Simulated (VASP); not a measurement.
Runs of VASP 6.6.1 on Ni. Symmetry: Fm-3m, No. 225, cubic system. Conventional cell: a = 3.534 Å, b = 3.534 Å, c = 3.534 Å, α = 90.00°, β = 90.00°, γ = 90.00°. Ni (site symmetry m-3m) has 12 Ni at 2.50 Å within 3.3 Å. 

```tsv
spin	fixed moment (μB)	pressure (GPa)	moment (μB)
collinear, ferromagnetic start	2.18	24.5	2.18
collinear, ferromagnetic start	-	-8.6	0.77
collinear, ferromagnetic start	0.27	-10.8	0.27
collinear, ferromagnetic start	1.09	-5.0	1.09
collinear, ferromagnetic start	0.82	(b)	0.82
collinear, ferromagnetic start	1.9	13.8	1.90
collinear, ferromagnetic start	0.54	-10.0	0.54
collinear, ferromagnetic start	1.36	(c)	1.36
collinear, ferromagnetic start	1.63	6.0	1.63
collinear, zero start	0.0	(a)	0.00
```

Alike in all rows: task single point; level r2SCAN; potentials or basis VASP PAW PBE potentials, release 64 (Ni); cell as given; k mesh 11 × 11 × 11; cutoff (eV) 520; smearing fermi-dirac 0.05 eV.

Question: Estimate the missing entries.

Answer: (a) -11.2; (b) -8.0; (c) -0.1.

Caveats: the PAW data sets were made with another functional, which shifts forces and pressure a little; the total moment is fixed, so each spin has its own Fermi level (some runs).
